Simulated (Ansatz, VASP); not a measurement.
## BN: VASP beside Ansatz

```
B N
1.0
     2.50098    0.00000    0.00000
    -1.25049    2.16591    0.05686
     0.00000    0.18045    6.87416
B N
2 2
Direct
  0.33333 0.66667 0.25000
  0.66667 0.33333 0.75000
  0.33333 0.66667 0.75000
  0.66667 0.33333 0.25000
```

Change from the starting cell: strain +0.0525 x Voigt [0, 0, 0, 1, 0, 0], atoms carried along.

Alike in both runs: task single point; functional r2SCAN; k mesh 12 × 12 × 4; occupations gaussian, width 0.05 eV; no spin polarisation.

|  | VASP | Ansatz |
| --- | --- | --- |
| version | VASP 6.6.1 | Ansatz 0.2.0 |
| potentials or method | VASP PAW PBE potentials, release 64 (B, N), cutoff 520 eV | scalar-relativistic, plane waves, PAW |
| valence electrons in the cell | 16 | 16 |

Ansatz gave:

- gap on the k mesh at the Fermi level (eV): 4.82
- least direct gap on the mesh (eV): 5.09
- pressure (GPa): -0.1
- traceless stress, the component that is largest in VASP (GPa): 0.22

Question: Which values does VASP return?

Answer: gap on the k mesh at the Fermi level (eV): 4.86; least direct gap on the mesh (eV): 5.15; pressure (GPa): 0.3; traceless stress, the component that is largest in VASP (GPa): -0.43.

VASP's potentials were made for PBE, not for r2SCAN. The functional is the same, so the differences come from potentials, cutoffs and numerics.
